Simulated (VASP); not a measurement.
Runs of VASP 6.6.1 on NiO. The structure is that of space group Fm-3m (No. 225), or close to it. The cells are those of the table. 

```csv
task,spin,cell,gap on the mesh (eV),pressure (GPa),moment (μB)
single point,"collinear, antiferromagnetic start","a = 2.966, b = 2.966, c = 5.111 Å, angles 73.1, 90.0, 60.0°, 4 atoms",0.92,0.6,0.00
single point,"collinear, antiferromagnetic start","a = 3.009, b = 3.009, c = 5.186 Å, angles 73.1, 90.0, 60.0°, 4 atoms",(a),-7.2,0.00
single point,"collinear, antiferromagnetic start","a = 2.970, b = 2.970, c = 5.119 Å, angles 73.1, 90.0, 60.0°, 4 atoms",0.92,-0.3,0.00
electric field gradients,"collinear, antiferromagnetic start","a = 2.970, b = 2.970, c = 5.119 Å, angles 73.1, 90.0, 60.0°, 4 atoms",0.92,(b),0.00
single point,"collinear, ferromagnetic start","a = 2.982, b = 2.982, c = 5.165 Å, angles 73.2, 90.0, 60.0°, 4 atoms",(c),-0.7,3.54
```

Alike in all rows: level PBE; potentials or basis VASP PAW PBE potentials, release 64 (Ni, O); k mesh 14 × 14 × 14; cutoff (eV) 520; smearing gaussian 0.05 eV.

**Question.** Estimate the missing entries.

**Answer.** (a) 0.91; (b) -0.1; (c) none.

Caveats: the cell stands under tension (at least some runs); semilocal functionals often make such compounds metallic where correlation or magnetic order opens a gap, which also shifts bond lengths (at least some runs).

A k mesh can miss the band edges.
